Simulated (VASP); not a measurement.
# Rh (P6/mmm) in VASP: further runs, part 2 of 3

VASP 6.6.1.

### 3 Single point, r2SCAN (15.24 Å³/atom)

This run uses another cell than the first one, of 15.24 Å³/atom.

POSCAR reads:

```
Rh
1.0
    4.4147278675      0.0000000000      0.0000000000
   -2.2073639338      3.8232664841      0.0000000000
    0.0000000000      0.0000000000      2.7089696343
Rh
3
Direct
    1.0000000000      1.0000000000      0.0000000000
    0.3333333333      0.6666666667      0.5000000000
    0.6666666667      0.3333333333      0.5000000000
```

INCAR.step1 reads:

```
PREC = Accurate
ENCUT = 520
ISMEAR = -1
SIGMA = 0.1
LREAL = False
LASPH = True
NELM = 80
NBANDS = 30
GGA = PE
ALGO = Normal
EDIFF = 1E-4
LWAVE = True
LCHARG = False
```

INCAR.step2 reads:

```
PREC = Accurate
ENCUT = 520
EDIFF = 1E-6
ISMEAR = -1
SIGMA = 0.1
LREAL = False
LASPH = True
NELM = 80
ALGO = Normal
ISIF = 2
LWAVE = False
LCHARG = False
METAGGA = R2SCAN
LMIXTAU = True
NBANDS = 30
ISTART = 1
```

KPOINTS reads:

```
Automatic mesh
0
Gamma
  10 10 13
```

Potentials or basis: VASP PAW PBE potentials, release 64 (Rh_pv).

Command:

```sh
$ cat potpaw_PBE.64/Rh_pv/POTCAR > POTCAR
$ cp INCAR.step1 INCAR
$ mpirun -np 1 vasp_std > vasp.out
$ cp INCAR.step2 INCAR
$ mpirun -np 1 vasp_std > vasp.out
```

OUTCAR:

```text
PREC = Accurate
   ENCUT = 520
   EDIFF = 1E-6
   ISMEAR = -1
   LREAL = False
   LASPH = True
   NELM = 80
   ISIF = 2
   METAGGA = R2SCAN
   ISTART = 1

 ion  position               nearest neighbor table
   1  0.000  0.000  0.000-   2 2.89   3 2.89   2 2.89   3 2.89   3 2.89   3 2.89   2 2.89   2 2.89
                             3 2.89   3 2.89   2 2.89   2 2.89
   2  0.333  0.667  0.500-   3 2.55   3 2.55   3 2.55   1 2.89   1 2.89   1 2.89   1 2.89   1 2.89
                             1 2.89
   3  0.667  0.333  0.500-   2 2.55   2 2.55   2 2.55   1 2.89   1 2.89   1 2.89   1 2.89   1 2.89
                             1 2.89

  LATTYP: Found a hexagonal cell.
 ALAT       =     4.4147278675
 C/A-ratio  =     0.6136209786

  Lattice vectors:

 A1 = (   4.4147278675,   0.0000000000,   0.0000000000)
 A2 = (  -2.2073639338,   3.8232664841,   0.0000000000)
 A3 = (   0.0000000000,   0.0000000000,   2.7089696343)

Analysis of symmetry for initial positions (statically):
=====================================================================
 Subroutine PRICEL returns:
 Original cell was already a primitive cell.

 Routine SETGRP: Setting up the symmetry group for a
 hexagonal supercell.

 Subroutine GETGRP returns: Found 24 space group operations
 (whereof 24 operations were pure point group operations)
 out of a pool of 24 trial point group operations.

The static configuration has the point symmetry D_6h.

Analysis of symmetry for dynamics (positions and initial velocities):
=====================================================================
 Subroutine PRICEL returns:
 Original cell was already a primitive cell.

 Routine SETGRP: Setting up the symmetry group for a
 hexagonal supercell.

 Subroutine GETGRP returns: Found 24 space group operations
 (whereof 24 operations were pure point group operations)
 out of a pool of 24 trial point group operations.

The dynamic configuration has the point symmetry D_6h.

 Subroutine INISYM returns: Found 24 space group operations
 (whereof 24 operations are pure point group operations),
 and found     1 'primitive' translations

----------------------------------------------------------------------------------------

                                     Primitive cell

  volume of cell :      45.7238

  direct lattice vectors                    reciprocal lattice vectors
     4.414727867  0.000000000  0.000000000     0.226514528  0.130778224  0.000000000
    -2.207363934  3.823266484  0.000000000     0.000000000  0.261556448  0.000000000
     0.000000000  0.000000000  2.708969634     0.000000000  0.000000000  0.369144042

  length of vectors
     4.414727867  4.414727868  2.708969634     0.261556448  0.261556448  0.369144042

  position of ions in fractional coordinates (direct lattice)
     0.000000000  0.000000000  0.000000000
     0.333333333  0.666666667  0.500000000
     0.666666667  0.333333333  0.500000000

  ion indices of the primitive-cell ions
   primitive index   ion index
                 1           1
                 2           2
                 3           3

----------------------------------------------------------------------------------------

 KPOINTS: Automatic mesh

Automatic generation of k-mesh.
 Grid dimensions read from file:
 generate k-points for:   10   10   13

 Generating k-lattice:

  Cartesian coordinates                     Fractional coordinates (reciprocal lattice)
     0.022651453  0.013077822  0.000000000     0.100000000  0.000000000  0.000000000
     0.000000000  0.026155645  0.000000000     0.000000000  0.100000000  0.000000000
     0.000000000  0.000000000  0.028395696     0.000000000  0.000000000  0.076923077

  Length of vectors
     0.026155645  0.026155645  0.028395696

  Shift w.r.t. Gamma in fractional coordinates (k-lattice)
     0.000000000  0.000000000  0.000000000

 Subroutine IBZKPT returns following result:
 ===========================================

 Found     98 irreducible k-points:

 Following reciprocal coordinates:
            Coordinates               Weight
  0.000000  0.000000  0.000000      1.000000
  0.100000  0.000000  0.000000      6.000000
  0.200000  0.000000  0.000000      6.000000
  0.300000  0.000000  0.000000      6.000000
  0.400000  0.000000  0.000000      6.000000
  0.500000 -0.000000  0.000000      3.000000
[... 16 lines left out ...]
  0.300000  0.100000  0.076923     24.000000
  0.400000  0.100000  0.076923     24.000000
 [... further k-points ...]
   k-points           NKPTS =     98   k-points in BZ     NKDIM =     98   number of bands    NBANDS=     30
   number of dos      NEDOS =    301   number of ions     NIONS =      3
   total plane-waves  NPLWV =  25920
   dimension x,y,z NGX =    36 NGY =   36 NGZ =   20
   dimension x,y,z NGXF=    72 NGYF=   72 NGZF=   40
   ions per type =               3
   NGX,Y,Z   is equivalent  to a cutoff of  13.56, 13.56, 12.27 a.u.
   NGXF,Y,Z  is equivalent  to a cutoff of  27.11, 27.11, 24.55 a.u.
 SYSTEM =  unknown system
   PREC   = accura    normal or accurate (medium, high low for compatibility)
   ISTART =      1    job   : 0-new  1-cont  2-samecut
   ICHARG =      0    charge: 1-file 2-atom 10-const
   ISPIN  =      1    spin polarized calculation?
   LNONCOLLINEAR =      F non collinear calculations
   LSORBIT =      F    spin-orbit coupling
   LASPH  =      T    aspherical Exc in radial PAW
   ENCUT  =  520.0 eV  38.22 Ry    6.18 a.u.   8.21  8.21  5.04*2*pi/ulx,y,z
   NELM   =     80;   NELMIN=  2; NELMDL=  0     # of ELM steps
   EDIFF  = 0.1E-05   stopping-criterion for ELM
   LREAL  =      F    real-space projection
   EDIFFG = 0.1E-04   stopping-criterion for IOM
   NSW    =      0    number of steps for IOM
   IBRION =     -1    ionic relax: 0-MD 1-quasi-New 2-CG
   NFREE  =      0    steps in history (QN), initial steepest desc. (CG)
   ISIF   =      2    stress and relaxation
   ISYM   =      2    0-nonsym 1-usesym 2-fastsym
   POTIM  = 0.5000    time-step for ionic-motion
   TEBEG  =    0.0;   TEEND  =   0.0 temperature during run
   PSTRESS=    0.0 pullay stress
   NELECT =      45.0000    total number of electrons
   NUPDOWN=      -1.0000    fix difference up-down
   EMIN   =  10.00;   EMAX   =-10.00  energy-range for DOS
   EFERMI =   0.00;   METHOD = LEGACY
   ISMEAR =    -1;   SIGMA  =   0.10  broadening in eV -4-tet -1-fermi 0-gaus
   EFERMI_NEDOS =   21; number of points for ismear=-14 and -15
   IALGO  =     38    algorithm
   IMIX   =      4    mixing-type and parameters
     AMIX     =   0.40;   BMIX     =  1.00
     AMIX_MAG =   1.60;   BMIX_MAG =  1.00
  volume/ion in A,a.u.               =      15.24       102.85
  Fermi-wavevector in a.u.,A,eV,Ry     =   1.628414  3.077256 36.079000  2.651732
  Thomas-Fermi vector in A             =   2.721049
   LORBIT       =      0    0 simple, 1 ext, 2 COOP (PROOUT), +10 PAW based schemes
   METAGGA = R2SCAN    functional components
   LHFCALC =     F    Hartree Fock is set to
   AEXX    =    0.0000 exact exchange contribution
   IVDW    =     0    specifies the selected vdW correction
   LEPSILON=     F    determine dielectric tensor
   LRPA    =     F    only Hartree local field effects (RPA)
 non-spin polarized calculation
  energy-cutoff  :      520.00
  volume of cell :       45.72
 maximum number of plane-waves:      1252
 NGX is ok and might be reduce to    36
   NGX = 17   NGY = 17   NGZ = 11

 number of electron      45.0000000 magnetization

 Free energy of the ion-electron system (eV)
  ---------------------------------------------------
  ext. energy  EPLUGINS =         0.00000000
  ---------------------------------------------------
  free energy    TOTEN  =       -71.62707963 eV

  energy without entropy =      -71.42743059  energy(sigma->0) =      -71.52725511

 E-fermi :   9.9822     XC(G=0): -14.4106

 val. band max:        9.9775044724   @ k =   0.3000   0.2000   0.0769
 cond. band min:       9.9825560660   @ k =   0.2000   0.1000   0.2308
 fundamental gap:      0.0050515936
 Fermi energy:         9.9822439231

 k-point     1 :       0.0000    0.0000    0.0000
  band No.  band energies     occupation
      1     -38.2140      2.00000
      2     -38.2140      2.00000
      3     -37.8681      2.00000
      4     -37.8681      2.00000
      5     -37.6886      2.00000
      6     -37.5861      2.00000
[... 781 lines left out ...]
     29      24.3529      0.00000
     30      25.7879      0.00000

 [... further k-points ...]

------------------------ aborting loop because EDIFF is reached ----------------------------------------

  FORCE on cell =-STRESS in cart. coord.  units (eV):
  Direction    XX          YY          ZZ          XY          YZ          ZX
  --------------------------------------------------------------------------------------
  -------------------------------------------------------------------------------------
  Total       -4.5341025     -4.5341025     -4.3798174      0.0000000     -0.0000000      0.0000000
  in kB     -158.8763563   -158.8763563   -153.4701593      0.0000000     -0.0000000      0.0000000
  external PRESSURE =    -157.0742906 kB  Pullay stress =       0.0000000 kB

 VOLUME and BASIS-vectors are now :
 -----------------------------------------------------------------------------
  energy-cutoff  :      520.00
  volume of cell :       45.72
      direct lattice vectors                 reciprocal lattice vectors
     4.414727867  0.000000000  0.000000000     0.226514528  0.130778224  0.000000000
    -2.207363934  3.823266484  0.000000000     0.000000000  0.261556448  0.000000000
     0.000000000  0.000000000  2.708969634     0.000000000  0.000000000  0.369144042

 POSITION                                       TOTAL-FORCE (eV/Angst)
 -----------------------------------------------------------------------------------
      0.00000      0.00000      0.00000        -0.000000     -0.000000     -0.000000
     -0.00000      2.54884      1.35448        -0.000000      0.000000      0.000000
      2.20736      1.27442      1.35448         0.000000     -0.000000     -0.000000
 -----------------------------------------------------------------------------------
    total drift:                                0.000000      0.000000     -0.000000

  FREE ENERGIE OF THE ION-ELECTRON SYSTEM (eV)
  ---------------------------------------------------
  free  energy   TOTEN  =       -71.6270796341 eV

  energy  without entropy=      -71.4274305926  energy(sigma->0) =      -71.52725511
```

OUTCAR.step1:

```text
PREC = Accurate
   ENCUT = 520
   ISMEAR = -1
   LREAL = False
   LASPH = True
   NELM = 80
[... 1019 lines left out ...]
      0.00000      0.00000      0.00000         0.000000      0.000000     -0.000000
     -0.00000      2.54884      1.35448        -0.000000      0.000000      0.000000
      2.20736      1.27442      1.35448         0.000000      0.000000     -0.000000
 -----------------------------------------------------------------------------------
    total drift:                                0.000000      0.000000     -0.000000

  FREE ENERGIE OF THE ION-ELECTRON SYSTEM (eV)
  ---------------------------------------------------
  free  energy   TOTEN  =       -21.1191127129 eV

  energy  without entropy=      -20.9098752198  energy(sigma->0) =      -21.01449397
```

OSZICAR.step1:

```text
N       E                     dE             d eps       ncg     rms          rms(c)
DAV:   1     0.540645517167E+03    0.54065E+03   -0.27377E+04  5984   0.167E+03
DAV:   2    -0.773966530616E+01   -0.54839E+03   -0.53213E+03  6144   0.527E+02
DAV:   3    -0.223585946980E+02   -0.14619E+02   -0.14336E+02  6594   0.956E+01
DAV:   4    -0.224838114090E+02   -0.12522E+00   -0.12517E+00  6484   0.899E+00
DAV:   5    -0.224859674518E+02   -0.21560E-02   -0.21560E-02  6642   0.123E+00    0.141E+01
DAV:   6    -0.211836140766E+02    0.13024E+01   -0.43264E+00  6234   0.175E+01    0.525E+00
DAV:   7    -0.217313057056E+02   -0.54769E+00   -0.31747E+00  6390   0.161E+01    0.921E+00
DAV:   8    -0.211249698220E+02    0.60634E+00   -0.25224E+00  6378   0.878E+00    0.221E+00
DAV:   9    -0.211190075834E+02    0.59622E-02   -0.21061E-02  6300   0.131E+00    0.199E-01
DAV:  10    -0.211191100408E+02   -0.10246E-03   -0.35635E-04  6258   0.174E-01    0.540E-02
DAV:  11    -0.211191127129E+02   -0.26721E-05   -0.35488E-05  3444   0.501E-02
   1 F= -.21119113E+02 E0= -.21014494E+02  d E =-.209237E+00
```

Wall time 3.7 min (1 thread of Intel Xeon Platinum 8488C (Sapphire Rapids), shared host); peak memory 0.23 GiB.

Results:

| Quantity | Value |
| --- | --- |
| Free energy | -71.6271 eV |
| Pressure | -15.7 GPa |
| Band gap on the k mesh | zero (an odd number of electrons rules out a gap without spin polarisation) |

Caveat: the cell stands under tension; the PAW data sets were made with another functional, which shifts forces and pressure a little.

(Continued in part 3 of 3.)
